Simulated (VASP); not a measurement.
# Pt (P6_3/mmc) in VASP: settings compared, part 3 of 3

VASP 6.6.1. Earlier steps stand in the parts before.

## Step 6: Single point, PBEsol

This run uses another cell than the first one: it holds 8 atoms, not 2.

INCAR

```
  ALGO = Fast
  EDIFF = 1E-6
  ENCUT = 520
  GGA = PS
  ISIF = 2
  ISMEAR = 0
  LASPH = True
  LCHARG = True
  LELF = True
  LREAL = False
  LVHAR = True
  LWAVE = False
  NBANDS = 50
  NELM = 100
  PREC = Accurate
  SIGMA = 0.15
```

KPOINTS

```
k-points
0
Gamma
  8 8 8
```

POSCAR

```
Pt
1.0
   -2.7251696234      0.0000000000      4.7068056229
   -2.7251696234      0.0000000000     -4.7068056229
    2.7251696234     -4.7201322469      0.0000000000
Pt
8
Direct
    0.5416666667      0.7916666667      0.3333333333
    0.5416666667      0.7916666667      0.8333333333
    0.0416666667      0.2916666667      0.3333333333
    0.0416666667      0.2916666667      0.8333333333
    0.4583333333      0.2083333333      0.1666666667
    0.4583333333      0.2083333333      0.6666666667
    0.9583333333      0.7083333333      0.1666666667
    0.9583333333      0.7083333333      0.6666666667
```

Potentials or basis: VASP PAW PBE potentials, release 64 (Pt).

The run is started by

```bash
$ cat potpaw_PBE.64/Pt/POTCAR > POTCAR
$ mpirun -np 1 vasp_std > vasp.out
```

OUTCAR:

```text
EDIFF = 1E-6
   ENCUT = 520
   GGA = PS
   ISIF = 2
   ISMEAR = 0
   LASPH = True
   LREAL = False
   NELM = 100
   PREC = Accurate

 ion  position               nearest neighbor table
   1  0.542  0.792  0.333-   2 2.73   4 2.73   2 2.73   4 2.73   3 2.73   3 2.73   7 2.83   5 2.83
                             8 2.83   6 2.83   5 2.83   7 2.83
   2  0.542  0.792  0.833-   1 2.73   3 2.73   1 2.73   3 2.73   4 2.73   4 2.73   8 2.83   6 2.83
                             5 2.83   7 2.83   6 2.83   8 2.83
   3  0.042  0.292  0.333-   2 2.73   4 2.73   4 2.73   2 2.73   1 2.73   1 2.73   7 2.83   5 2.83
                             8 2.83   6 2.83   7 2.83   5 2.83
   4  0.042  0.292  0.833-   1 2.73   3 2.73   3 2.73   1 2.73   2 2.73   2 2.73   8 2.83   6 2.83
                             5 2.83   7 2.83   8 2.83   6 2.83
   5  0.458  0.208  0.167-   6 2.73   8 2.73   6 2.73   8 2.73   7 2.73   7 2.73   1 2.83   3 2.83
                             2 2.83   4 2.83   3 2.83   1 2.83
   6  0.458  0.208  0.667-   5 2.73   7 2.73   5 2.73   7 2.73   8 2.73   8 2.73   2 2.83   4 2.83
                             3 2.83   1 2.83   4 2.83   2 2.83
   7  0.958  0.708  0.167-   6 2.73   8 2.73   8 2.73   6 2.73   5 2.73   5 2.73   1 2.83   3 2.83
                             2 2.83   4 2.83   1 2.83   3 2.83
   8  0.958  0.708  0.667-   5 2.73   7 2.73   7 2.73   5 2.73   6 2.73   6 2.73   2 2.83   4 2.83
                             3 2.83   1 2.83   2 2.83   4 2.83

  LATTYP: Found a face centered orthorhombic cell.
 ALAT       =     5.4503392468
 B/A-ratio  =     1.7271606077
 C/A-ratio  =     1.7320508075

  Lattice vectors:

 A1 = (   0.0000000000,  -4.7201322469,  -4.7068056229)
 A2 = (  -2.7251696234,  -4.7201322469,   0.0000000000)
 A3 = (  -2.7251696234,   0.0000000000,  -4.7068056229)

Analysis of symmetry for initial positions (statically):
=====================================================================
 Subroutine PRICEL returns following result:

  LATTYP: Found a hexagonal cell.
 ALAT       =     2.7251696234
 C/A-ratio  =     1.7271606077

  Lattice vectors:

[... 167 lines left out ...]
   AEXX    =    0.0000 exact exchange contribution
   IVDW    =     0    specifies the selected vdW correction
   LEPSILON=     F    determine dielectric tensor
   LRPA    =     F    only Hartree local field effects (RPA)
 non-spin polarized calculation
 RMM-DIIS sequential band-by-band and
 Gauss-broadening in eV      SIGMA  =   0.15
  energy-cutoff  :      520.00
  volume of cell :      121.09
 maximum number of plane-waves:      3286
   NGX = 21   NGY = 21   NGZ = 21

 number of electron      80.0000001 magnetization

 Free energy of the ion-electron system (eV)
  ---------------------------------------------------
  ext. energy  EPLUGINS =         0.00000000
  ---------------------------------------------------
  free energy    TOTEN  =       -55.27885640 eV

  energy without entropy =      -55.11473271  energy(sigma->0) =      -55.19679455

 E-fermi :  11.0037     XC(G=0): -13.6022

 val. band max:       11.0034204768   @ k =   0.3750   0.2500   0.0000
 cond. band min:      11.0067132770   @ k =  -0.2500   0.3750   0.2500
 fundamental gap:      0.0032928002
 Fermi energy:        11.0036713120

 k-point     1 :       0.0000    0.0000    0.0000
  band No.  band energies     occupation
      1       0.7677      2.00000
      2       3.4953      2.00000
      3       4.0229      2.00000
      4       4.0229      2.00000
      5       4.0229      2.00000
      6       4.0229      2.00000
[... 1261 lines left out ...]
     49      17.1149      0.00000
     50      17.7345      0.00000

 [... further k-points ...]

------------------------ aborting loop because EDIFF is reached ----------------------------------------

  FORCE on cell =-STRESS in cart. coord.  units (eV):
  Direction    XX          YY          ZZ          XY          YZ          ZX
  --------------------------------------------------------------------------------------
  -------------------------------------------------------------------------------------
  Total        0.0789119      0.1305976     -0.8203795      0.0000000      0.0000000      0.0000000
  in kB        1.0441167      1.7279925    -10.8547893      0.0000000      0.0000000      0.0000000
  external PRESSURE =      -2.6942267 kB  Pullay stress =       0.0000000 kB

 VOLUME and BASIS-vectors are now :
 -----------------------------------------------------------------------------
  energy-cutoff  :      520.00
  volume of cell :      121.09
      direct lattice vectors                 reciprocal lattice vectors
    -2.725169623  0.000000000  4.706805623    -0.183474818 -0.105929235  0.106229158
    -2.725169623  0.000000000 -4.706805623    -0.183474818 -0.105929235 -0.106229158
     2.725169623 -4.720132247  0.000000000     0.000000000 -0.211858471  0.000000000

 POSITION                                       TOTAL-FORCE (eV/Angst)
 -----------------------------------------------------------------------------------
     -2.72517     -1.57338     -1.17670        -0.000000      0.006112      0.000000
     -1.36258     -3.93344     -1.17670        -0.000000      0.006112      0.000000
     -0.00000     -1.57338     -1.17670        -0.000000      0.006112      0.000000
      1.36258     -3.93344     -1.17670        -0.000000      0.006112      0.000000
     -1.36258     -0.78669      1.17670         0.000000     -0.006112      0.000000
      0.00000     -3.14675      1.17670         0.000000     -0.006112      0.000000
     -4.08775     -0.78669      1.17670         0.000000     -0.006112      0.000000
     -2.72517     -3.14675      1.17670         0.000000     -0.006112      0.000000
 -----------------------------------------------------------------------------------
    total drift:                               -0.000000      0.000000      0.000000

  FREE ENERGIE OF THE ION-ELECTRON SYSTEM (eV)
  ---------------------------------------------------
  free  energy   TOTEN  =       -55.2788563965 eV

  energy  without entropy=      -55.1147327062  energy(sigma->0) =      -55.19679455
```

stdout:

```text
POSCAR found type information on POSCAR Pt
 POSCAR found :  1 types and       8 ions
 scaLAPACK will be used
 -----------------------------------------------------------------------------
|                                                                             |
|                                                                             |
|     You enforced a specific xc type in the INCAR file but a different       |
|     I HOPE YOU KNOW WHAT YOU ARE DOING!                                     |
|                                                                             |
 -----------------------------------------------------------------------------

 LDA part: xc-table for (Slater+PW92), standard interpolation
 POSCAR, INCAR and KPOINTS ok, starting setup
 FFT: planning ... GRIDC
 FFT: planning ... GRID_SOFT
 FFT: planning ... GRID
 WAVECAR not read
 entering main loop
```

Wall time 4.6 min (1 thread of Intel Xeon 6975P-C (Granite Rapids), shared host); peak memory 0.51 GiB.

Results:

- Free energy: -55.2789 eV
- Pressure: -0.3 GPa
- Largest force: 0.006 eV/Å
- Band gap on the k mesh: zero (bands 40 and 41 overlap by 0.99 eV)

Forces in eV/Å, atoms in the order of the input:
```
Pt   0.000  0.006  0.000
Pt   0.000  0.006  0.000
Pt   0.000  0.006  0.000
Pt   0.000  0.006  0.000
Pt   0.000 -0.006  0.000
Pt   0.000 -0.006  0.000
Pt   0.000 -0.006  0.000
Pt   0.000 -0.006  0.000
```

Caveat: the PAW data sets were made with another functional, which shifts forces and pressure a little; spin-orbit coupling is left out, which moves the levels of the heavy elements.

## Step 7: Overview

```csv
task,level,cell,k mesh,cutoff (eV),smearing,gap on the mesh (eV),pressure (GPa)
single point,PBE,"a = 2.734, b = 2.734, c = 4.673 Å, angles 90.0, 90.0, 120.0°, 2 atoms, atomic positions A",18 × 18 × 10,520,gaussian 0.1 eV,none,10.4
single point,PBEsol,"a = 2.725, b = 2.725, c = 9.414 Å, angles 90.0, 90.0, 120.0°, 4 atoms, atomic positions B",12 × 12 × 4,520,gaussian 0.15 eV,none,-0.2
single point,PBEsol,"a = 2.725, b = 2.725, c = 4.707 Å, angles 90.0, 90.0, 120.0°, 2 atoms, atomic positions A",18 × 18 × 10,520,gaussian 0.1 eV,none,-0.4
relaxation of cell and atoms,PBEsol,"relaxed from a = 2.726, b = 2.726, c = 4.709 Å, angles 90.0, 90.0, 120.0°, 2 atoms, atomic positions A",18 × 18 × 10,600,gaussian 0.1 eV,none,0.0
single point,PBEsol,"a = 5.439, b = 5.439, c = 5.450 Å, angles 104.5, 104.5, 119.9°, 8 atoms, atomic positions C",8 × 8 × 8,520,gaussian 0.15 eV,none,-0.3
```

Alike in all rows: potentials or basis VASP PAW PBE potentials, release 64 (Pt); no spin polarisation.

Caveats: spin-orbit coupling is left out, which moves the levels of the heavy elements; the PAW data sets were made with another functional, which shifts forces and pressure a little (at least some runs); the cell stands under pressure (at least some runs).

Total energies depend on the potentials used, so only differences within one code and one set of settings carry meaning.
